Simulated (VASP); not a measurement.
A run of VASP 6.6.1 is set up as follows.

POSCAR

```
MgS
1.0
    0.0000000000      2.8300000000      2.8300000000
    2.8300000000      0.0000000000      2.8300000000
    2.8300000000      2.8300000000      0.0000000000
Mg S
1 1
Direct
    0.0000000000      0.0000000000      0.0000000000
    0.2500000000      0.2500000000      0.2500000000
```

File INCAR.step1:

```
PREC = Accurate ; ENCUT = 660
ISMEAR = 0 ; SIGMA = 0.02
LREAL = F ; LASPH = T
NELM = 120 ; GGA = PE
ALGO = Normal ; EDIFF = 1E-5
LWAVE = T ; LCHARG = F
GGA_COMPAT = F ; IBRION = 2
ISIF = 3 ; EDIFFG = -0.005
NELMIN = 4 ; NSW = 100
```

INCAR.step2

```
PREC = Accurate ; ENCUT = 660
EDIFF = 1E-7 ; ISMEAR = 0
SIGMA = 0.02 ; LREAL = F
LASPH = T ; NELM = 120
ALGO = Normal ; ISIF = 3
LWAVE = F ; LCHARG = F
METAGGA = R2SCAN ; LMIXTAU = T
IBRION = 2 ; NSW = 100
EDIFFG = -0.002 ; ISTART = 1
GGA_COMPAT = F ; NELMIN = 4
```

The input KPOINTS:

```
regular mesh
0
Gamma
  8 8 8
```

Potentials or basis: VASP PAW PBE potentials, release 64 (Mg, S).

Command:

```bash
$ cat potpaw_PBE.64/Mg/POTCAR potpaw_PBE.64/S/POTCAR > POTCAR
$ cp INCAR.step1 INCAR
$ mpirun -np 1 vasp_std > vasp.out
$ cp INCAR.step2 INCAR
$ mpirun -np 1 vasp_std > vasp.out
```

(1) Estimate the band gap on the k mesh.

(2) Predict the space group after relaxing (to 0.1 Å).

Answers

(1) 4.15 eV.

(2) F-43m (No. 216).
